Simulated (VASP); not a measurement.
# ZrC (Fm-3m) in VASP: single point with PBEsol

Aim: the single point of ZrC with PBEsol.

Program: VASP 6.6.1. These are calculated values, not measurements. Logs are shortened: lines on timing, memory, paths and dates and some standing lists are left out, and cuts for length are marked.

## Step 1: The cell of the first run

The structure is cubic, space group Fm-3m (No. 225). Conventional cell: a = 4.669 Å, b = 4.669 Å, c = 4.669 Å, α = 90.00°, β = 90.00°, γ = 90.00°. Within 3.1 Å of Zr (site symmetry m-3m) lie 6 C at 2.33 Å. Within 3.1 Å of C (site symmetry m-3m) lie 6 Zr at 2.33 Å.

## Step 2: Single point, PBEsol

Input file INCAR:

```
ALGO = Normal
EDIFF = 1E-7
ENCUT = 520
GGA = PS
ISIF = 2
ISMEAR = -1
LASPH = T
LCHARG = T
LELF = T
LREAL = F
LVHAR = T
LWAVE = F
NBANDS = 15
NELM = 100
PREC = Accurate
SIGMA = 0.15
```

Input file KPOINTS:

```
k-points
0
Gamma
  16 16 16
```

Input file POSCAR:

```
ZrC
1.0
    0.0000000000      2.3346266100      2.3346266100
    2.3346266100      0.0000000000      2.3346266100
    2.3346266100      2.3346266100      0.0000000000
Zr C
1 1
Direct
    0.5000000000      0.5000000000      0.5000000000
    0.0000000000      0.0000000000      0.0000000000
```

Potentials or basis: VASP PAW PBE potentials, release 64 (Zr_sv, C).

Command:

```console
cat potpaw_PBE.64/Zr_sv/POTCAR potpaw_PBE.64/C/POTCAR > POTCAR
mpirun -np 1 vasp_std > vasp.out
```

OUTCAR:

```text
EDIFF = 1E-7
   ENCUT = 520
   GGA = PS
   ISIF = 2
   ISMEAR = -1
   LASPH = T
   LREAL = F
   NELM = 100
   PREC = Accurate

 ion  position               nearest neighbor table
   1  0.500  0.500  0.500-   2 2.33   2 2.33   2 2.33   2 2.33   2 2.33   2 2.33
   2  0.000  0.000  0.000-   1 2.33   1 2.33   1 2.33   1 2.33   1 2.33   1 2.33

  LATTYP: Found a face centered cubic cell.
 ALAT       =     4.6692532200

  Lattice vectors:

 A1 = (   0.0000000000,   2.3346266100,   2.3346266100)
 A2 = (   2.3346266100,   0.0000000000,   2.3346266100)
 A3 = (   2.3346266100,   2.3346266100,   0.0000000000)

Analysis of symmetry for initial positions (statically):
=====================================================================
 Subroutine PRICEL returns:
 Original cell was already a primitive cell.

 Routine SETGRP: Setting up the symmetry group for a
 face centered cubic supercell.

 Subroutine GETGRP returns: Found 48 space group operations
 (whereof 48 operations were pure point group operations)
 out of a pool of 48 trial point group operations.

The static configuration has the point symmetry O_h .

Analysis of symmetry for dynamics (positions and initial velocities):
=====================================================================
 Subroutine PRICEL returns:
 Original cell was already a primitive cell.

 Routine SETGRP: Setting up the symmetry group for a
 face centered cubic supercell.

 Subroutine GETGRP returns: Found 48 space group operations
 (whereof 48 operations were pure point group operations)
 out of a pool of 48 trial point group operations.

The dynamic configuration has the point symmetry O_h .

 Subroutine INISYM returns: Found 48 space group operations
 (whereof 48 operations are pure point group operations),
 and found     1 'primitive' translations

----------------------------------------------------------------------------------------

                                     Primitive cell

  volume of cell :      25.4497

  direct lattice vectors                    reciprocal lattice vectors
     0.000000000  2.334626610  2.334626610    -0.214167010  0.214167010  0.214167010
     2.334626610  0.000000000  2.334626610     0.214167010 -0.214167010  0.214167010
     2.334626610  2.334626610  0.000000000     0.214167010  0.214167010 -0.214167010

  length of vectors
     3.301660615  3.301660615  3.301660615     0.370948142  0.370948142  0.370948142

  position of ions in fractional coordinates (direct lattice)
     0.500000000  0.500000000  0.500000000
     0.000000000  0.000000000  0.000000000

  ion indices of the primitive-cell ions
   primitive index   ion index
                 1           1
                 2           2

----------------------------------------------------------------------------------------

 KPOINTS: k-points

Automatic generation of k-mesh.
 Grid dimensions read from file:
 generate k-points for:   16   16   16

 Generating k-lattice:

  Cartesian coordinates                     Fractional coordinates (reciprocal lattice)
    -0.013385438  0.013385438  0.013385438     0.062500000  0.000000000  0.000000000
     0.013385438 -0.013385438  0.013385438     0.000000000  0.062500000  0.000000000
     0.013385438  0.013385438 -0.013385438     0.000000000  0.000000000  0.062500000

  Length of vectors
     0.023184259  0.023184259  0.023184259

  Shift w.r.t. Gamma in fractional coordinates (k-lattice)
     0.000000000  0.000000000  0.000000000

 Subroutine IBZKPT returns following result:
 ===========================================

 Found    145 irreducible k-points:

 Following reciprocal coordinates:
            Coordinates               Weight
  0.000000  0.000000  0.000000      1.000000
  0.062500  0.000000  0.000000      8.000000
  0.125000  0.000000  0.000000      8.000000
  0.187500  0.000000  0.000000      8.000000
  0.250000  0.000000  0.000000      8.000000
  0.312500  0.000000  0.000000      8.000000
[... 16 lines left out ...]
 -0.125000  0.062500  0.000000     24.000000
 -0.062500  0.062500  0.000000     12.000000
 [... further k-points ...]
   k-points           NKPTS =    145   k-points in BZ     NKDIM =    145   number of bands    NBANDS=     15
   number of dos      NEDOS =    301   number of ions     NIONS =      2
   total plane-waves  NPLWV =  21952
   dimension x,y,z NGX =    28 NGY =   28 NGZ =   28
   dimension x,y,z NGXF=    56 NGYF=   56 NGZF=   56
   ions per type =               1   1
   NGX,Y,Z   is equivalent  to a cutoff of  14.10, 14.10, 14.10 a.u.
   NGXF,Y,Z  is equivalent  to a cutoff of  28.20, 28.20, 28.20 a.u.
 SYSTEM =  unknown system
   PREC   = accura    normal or accurate (medium, high low for compatibility)
   ISTART =      0    job   : 0-new  1-cont  2-samecut
   ICHARG =      2    charge: 1-file 2-atom 10-const
   ISPIN  =      1    spin polarized calculation?
   LNONCOLLINEAR =      F non collinear calculations
   LSORBIT =      F    spin-orbit coupling
   LASPH  =      T    aspherical Exc in radial PAW
   ENCUT  =  520.0 eV  38.22 Ry    6.18 a.u.   6.14  6.14  6.14*2*pi/ulx,y,z
   NELM   =    100;   NELMIN=  2; NELMDL= -5     # of ELM steps
   EDIFF  = 0.1E-06   stopping-criterion for ELM
   LREAL  =      F    real-space projection
   EDIFFG = 0.1E-05   stopping-criterion for IOM
   NSW    =      0    number of steps for IOM
   IBRION =     -1    ionic relax: 0-MD 1-quasi-New 2-CG
   NFREE  =      0    steps in history (QN), initial steepest desc. (CG)
   ISIF   =      2    stress and relaxation
   ISYM   =      2    0-nonsym 1-usesym 2-fastsym
   POTIM  = 0.5000    time-step for ionic-motion
   TEBEG  =    0.0;   TEEND  =   0.0 temperature during run
   PSTRESS=    0.0 pullay stress
   NELECT =      16.0000    total number of electrons
   NUPDOWN=      -1.0000    fix difference up-down
   EMIN   =  10.00;   EMAX   =-10.00  energy-range for DOS
   EFERMI =   0.00;   METHOD = LEGACY
   ISMEAR =    -1;   SIGMA  =   0.15  broadening in eV -4-tet -1-fermi 0-gaus
   EFERMI_NEDOS =   21; number of points for ismear=-14 and -15
   IALGO  =     38    algorithm
   IMIX   =      4    mixing-type and parameters
     AMIX     =   0.40;   BMIX     =  1.00
     AMIX_MAG =   1.60;   BMIX_MAG =  1.00
  volume/ion in A,a.u.               =      12.72        85.87
  Fermi-wavevector in a.u.,A,eV,Ry     =   1.402450  2.650246 26.760838  1.966866
  Thomas-Fermi vector in A             =   2.525211
   LORBIT       =      0    0 simple, 1 ext, 2 COOP (PROOUT), +10 PAW based schemes
   GGA     = PS    functional components
   LHFCALC =     F    Hartree Fock is set to
   AEXX    =    0.0000 exact exchange contribution
   IVDW    =     0    specifies the selected vdW correction
   LEPSILON=     F    determine dielectric tensor
   LRPA    =     F    only Hartree local field effects (RPA)
 non-spin polarized calculation
  energy-cutoff  :      520.00
  volume of cell :       25.45
 maximum number of plane-waves:       701
 NGX is ok and might be reduce to    28
   NGX = 13   NGY = 13   NGZ = 13

 number of electron      16.0000000 magnetization

 Free energy of the ion-electron system (eV)
  ---------------------------------------------------
  ext. energy  EPLUGINS =         0.00000000
  ---------------------------------------------------
  free energy    TOTEN  =       -20.58463624 eV

  energy without entropy =      -20.55986077  energy(sigma->0) =      -20.57224850

 E-fermi :   9.7238     XC(G=0): -12.3788

 val. band max:        9.6807076221   @ k =   0.3750   0.3125   0.0000
 cond. band min:       9.7464259018   @ k =   0.4375   0.4375   0.0000
 fundamental gap:      0.0657182797
 Fermi energy:         9.7237778055

 k-point     1 :       0.0000    0.0000    0.0000
  band No.  band energies     occupation
      1     -38.1729      2.00000
      2     -15.9003      2.00000
      3     -15.9003      2.00000
      4     -15.9003      2.00000
      5      -1.6287      2.00000
      6      10.6783      0.00344
      7      10.6783      0.00344
      8      10.6783      0.00344
      9      10.7873      0.00167
     10      10.7873      0.00167
     11      10.7873      0.00167
     12      12.5871      0.00000
     13      12.5871      0.00000
     14      17.2457      0.00000
     15      20.1435      0.00000

 k-point     2 :       0.0625    0.0000    0.0000
  band No.  band energies     occupation
      1     -38.1687      2.00000
      2     -15.9389      2.00000
      3     -15.9036      2.00000
      4     -15.9036      2.00000
      5      -1.5353      2.00000
      6       9.9010      0.46948
      7      10.1126      0.13932
      8      10.1126      0.13932
      9      11.0145      0.00037
     10      11.0145      0.00037
     11      11.3589      0.00004
     12      13.1161      0.00000
     13      13.1161      0.00000
     14      17.4387      0.00000
     15      20.3985      0.00000

 k-point     3 :       0.1250    0.0000    0.0000
  band No.  band energies     occupation
      1     -38.1565      2.00000
      2     -16.0474      2.00000
      3     -15.9130      2.00000
      4     -15.9130      2.00000
      5      -1.2650      2.00000
      6       8.9367      1.98953
      7       9.3160      1.87621
      8       9.3160      1.87621
      9      11.3090      0.00005
     10      11.3090      0.00005
     11      11.7936      0.00000
     12      14.1795      0.00000
     13      14.1795      0.00000
     14      17.9402      0.00000
     15      21.1023      0.00000

 k-point     4 :       0.1875    0.0000    0.0000
  band No.  band energies     occupation
      1     -38.1383      2.00000
      2     -16.2057      2.00000
      3     -15.9270      2.00000
      4     -15.9270      2.00000
      5      -0.8452      2.00000
      6       7.9248      1.99999
      7       8.5604      1.99914
      8       8.5604      1.99914
      9      11.7442      0.00000
     10      11.7442      0.00000
     11      12.1461      0.00000
     12      15.4010      0.00000
     13      15.4010      0.00000
     14      18.5530      0.00000
     15      22.0615      0.00000
[... 307 lines left out ...]
 k-point    22 :      -0.1875    0.0625    0.0000
  band No.  band energies     occupation
      1     -38.1283      2.00000
      2     -16.2712      2.00000
      3     -15.9694      2.00000
      4     -15.9196      2.00000
      5      -0.6217      2.00000
      6       7.4543      2.00000
      7       8.1130      1.99996
      8       8.4665      1.99954
      9      11.6339      0.00001
     10      12.1448      0.00000
     11      12.6836      0.00000
     12      15.1051      0.00000
     13      16.5343      0.00000
     14      18.8918      0.00000
     15      22.5304      0.00000

 k-point    23 :      -0.1250    0.0625    0.0000
  band No.  band energies     occupation
      1     -38.1476      2.00000
      2     -16.1100      2.00000
      3     -15.9476      2.00000
      4     -15.9076      2.00000
      5      -1.0694      2.00000
      6       8.4100      1.99969
      7       8.7857      1.99616
      8       9.0819      1.97267
      9      11.1964      0.00011
     10      11.8790      0.00000
     11      12.1595      0.00000
     12      14.0046      0.00000
     13      15.2863      0.00000
     14      18.3151      0.00000
     15      21.5932      0.00000

 k-point    24 :      -0.0625    0.0625    0.0000
  band No.  band energies     occupation
      1     -38.1618      2.00000
      2     -15.9922      2.00000
      3     -15.9245      2.00000
      4     -15.9020      2.00000
      5      -1.3845      2.00000
      6       9.3159      1.87631
      7       9.5324      1.56359
      8       9.6615      1.20466
      9      10.9345      0.00062
     10      11.5854      0.00001
     11      11.6778      0.00000
     12      13.2319      0.00000
     13      14.1087      0.00000
     14      17.7492      0.00000
     15      20.8022      0.00000

 [... further k-points ...]

------------------------ aborting loop because EDIFF is reached ----------------------------------------

  FORCE on cell =-STRESS in cart. coord.  units (eV):
  Direction    XX          YY          ZZ          XY          YZ          ZX
  --------------------------------------------------------------------------------------
  -------------------------------------------------------------------------------------
  Total        0.0608563      0.0608563      0.0608563      0.0000000     -0.0000000      0.0000000
  in kB        3.8311924      3.8311924      3.8311924      0.0000000     -0.0000000      0.0000000
  external PRESSURE =       3.8311924 kB  Pullay stress =       0.0000000 kB

 VOLUME and BASIS-vectors are now :
 -----------------------------------------------------------------------------
  energy-cutoff  :      520.00
  volume of cell :       25.45
      direct lattice vectors                 reciprocal lattice vectors
     0.000000000  2.334626610  2.334626610    -0.214167010  0.214167010  0.214167010
     2.334626610  0.000000000  2.334626610     0.214167010 -0.214167010  0.214167010
     2.334626610  2.334626610  0.000000000     0.214167010  0.214167010 -0.214167010

 POSITION                                       TOTAL-FORCE (eV/Angst)
 -----------------------------------------------------------------------------------
      2.33463      2.33463      2.33463        -0.000000     -0.000000      0.000000
      0.00000      0.00000      0.00000         0.000000      0.000000     -0.000000
 -----------------------------------------------------------------------------------
    total drift:                                0.000000      0.000000      0.000000

  FREE ENERGIE OF THE ION-ELECTRON SYSTEM (eV)
  ---------------------------------------------------
  free  energy   TOTEN  =       -20.5846362373 eV

  energy  without entropy=      -20.5598607727  energy(sigma->0) =      -20.57224850
```

Wall time 34 s (1 thread of Intel Xeon 6975P-C (Granite Rapids), shared host); peak memory 0.19 GiB.

Results:

```yaml
Free_energy: -20.5846 eV
Pressure: 0.4 GPa
Band_gap_on_the_k_mesh: zero (band 8 reaches 10.68 eV, above the bottom of band 9 at 9.35 eV)
```

Caveat: the PAW data sets were made with another functional, which shifts forces and pressure a little.
